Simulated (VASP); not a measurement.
Here is a VASP 6.6.1 calculation.

Contents of INCAR:

```
PREC = Accurate ; ENCUT = 600
EDIFF = 1E-7 ; ISMEAR = -1
SIGMA = 0.02 ; LREAL = F
LASPH = T ; NELM = 80
ALGO = Normal ; ISIF = 3
LWAVE = F ; LCHARG = F
GGA = PE ; IBRION = 2
NSW = 80 ; EDIFFG = -0.01
PSTRESS = 400.0
```

KPOINTS

```
Automatic mesh
0
Gamma
  15 15 15
```

The input POSCAR:

```
Br
1.0
    3.0600000000      0.0000000000      0.0000000000
    0.0000000000      3.0600000000      0.0000000000
    0.0000000000      0.0000000000      3.0600000000
Br
1
Direct
    0.0000000000      0.0000000000      0.0000000000
```

Potentials or basis: VASP PAW PBE potentials, release 64 (Br).

Command:

```sh
$ cat potpaw_PBE.64/Br/POTCAR > POTCAR
$ mpirun -np 1 vasp_std > vasp.out
```

Q: Estimate the space group after relaxing (to 0.1 Å).

A: Pm-3m (No. 221).

Q: Estimate the relaxed volume.

A: 19.24 Å³/atom.

Final structure:
```
Br
1.0
     2.67953    0.00000    0.00000
     0.00000    2.67953    0.00000
     0.00000    0.00000    2.67953
Br
1
Direct
  0.00000 0.00000 0.00000
```

Caveat: the cell is relaxed towards a set pressure, so the run minimises the enthalpy, not the energy; the volume moved by over 15 % at a fixed basis, so the end points are rough; an odd number of electrons without spin polarisation forces a metal; a magnetic or distorted state may lie lower.
